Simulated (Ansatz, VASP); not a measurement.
**One calculation of GeIrPt6, two programs**

```
Ge Ir Pt
1.0
     0.00000    3.95800    3.95800
     3.95800    0.00000    3.95800
     3.95800    3.95800    0.00000
Ge Ir Pt
1 1 6
Cartesian
  0.0000 0.0000 0.0000
  3.9580 3.9580 3.9580
  0.0000 1.9790 1.9790
  1.9790 0.0000 1.9790
  1.9790 1.9790 0.0000
  1.9790 1.9790 3.9580
  3.9580 1.9790 1.9790
  1.9790 3.9580 1.9790
```

Alike in both runs: task relaxation of cell and atoms; functional PBE; k mesh 8 × 8 × 8; occupations gaussian, width 0.1 eV; no spin polarisation.

```csv
,VASP,Ansatz
version,VASP 6.6.1,Ansatz 0.2.0
potentials or method,"VASP PAW PBE potentials, release 64 (Ge_d, Ir, Pt), cutoff 600 eV","scalar-relativistic, plane waves, PAW"
valence electrons in the cell,83,139
```

|  | VASP | Ansatz | Ansatz less VASP |
| --- | --- | --- | --- |
| gap on the k mesh at the Fermi level, each at its own relaxed structure (eV) | none | none | - |
| relaxed volume (Å³/atom) | 15.46 | 15.47 | +0.014 |
| relaxed length of the cell vector where the two differ most in proportion (Å) | 5.592 | 5.594 | +0.0016 |

A gap of «none» marks a metal or a gap that the smearing closes. VASP's potentials hold 83 valence electrons a cell and Ansatz's 139, so a difference there can come from the potentials and not from the codes.

Spin-orbit coupling is off throughout.
